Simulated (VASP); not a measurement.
## FeO: single point with PBE

FeO:

```
CELL_PARAMETERS angstrom
0.00000 2.19767 2.19767
2.19767 0.00000 2.19767
2.19767 2.19767 0.00000
ATOMIC_POSITIONS crystal
Fe 0.00000 0.00000 0.00000
O 0.50000 0.50000 0.50000
```

```json
{
 "Program": "VASP 6.6.1",
 "Task": "single point",
 "Functional": "PBE",
 "Potentials or basis": "VASP PAW PBE potentials, release 64 (Fe, O)",
 "Cutoff": "520 eV",
 "k mesh": "11 × 11 × 11",
 "Occupations": "fermi-dirac, width 0.05 eV",
 "Spin": "collinear spin, ferromagnetic start",
 "Starting moments": "[3.0, 0.0] μB"
}
```

| Property | Result |
| --- | --- |
| Pressure | -9.6 GPa |
| Band gap on the k mesh | zero (filled and empty bands overlap) |
| Net moment | 4.00 μB per cell |
| Site moments | Fe +3.63; O +0.29 μB |
| Valence electrons inside the program's atomic spheres | Fe 6.64; O 4.96 |

Levels at points of the mesh, in eV from the Fermi level:
Spin up:
| k point | band 5 | band 6 | band 7 | band 8 | band 9 | band 10 | band 11 | band 12 | band 13 | band 14 |
| --- | --- | --- | --- | --- | --- | --- | --- | --- | --- | --- |
| (0.00, 0.00, 0.00) | -3.67 | -3.67 | -3.59 | -3.59 | -3.59 | -0.21 | 15.26 | 16.56 | 16.56 | 16.56 |
Spin down:
```
           k point  band 2  band 3  band 4  band 5  band 6  band 7  band 8  band 9
(0.00, 0.00, 0.00)   -3.06   -3.06   -3.06   -0.66   -0.66   -0.66    0.22    0.22
```

Wall time 59 s on 1 thread of Intel(R) Xeon(R) Platinum 8259CL CPU @ 2.50GHz (Skylake/Cascade Lake) (shared host), peak memory 0.17 GiB.

Caveat: a cell with one magnetic atom can't hold antiferromagnetic order, which such compounds often take; semilocal functionals often make such compounds metallic where correlation or magnetic order opens a gap, which also shifts bond lengths. With open d or f shells a metallic result of PBE can be an artefact of self-interaction; +U or a hybrid may open a gap.
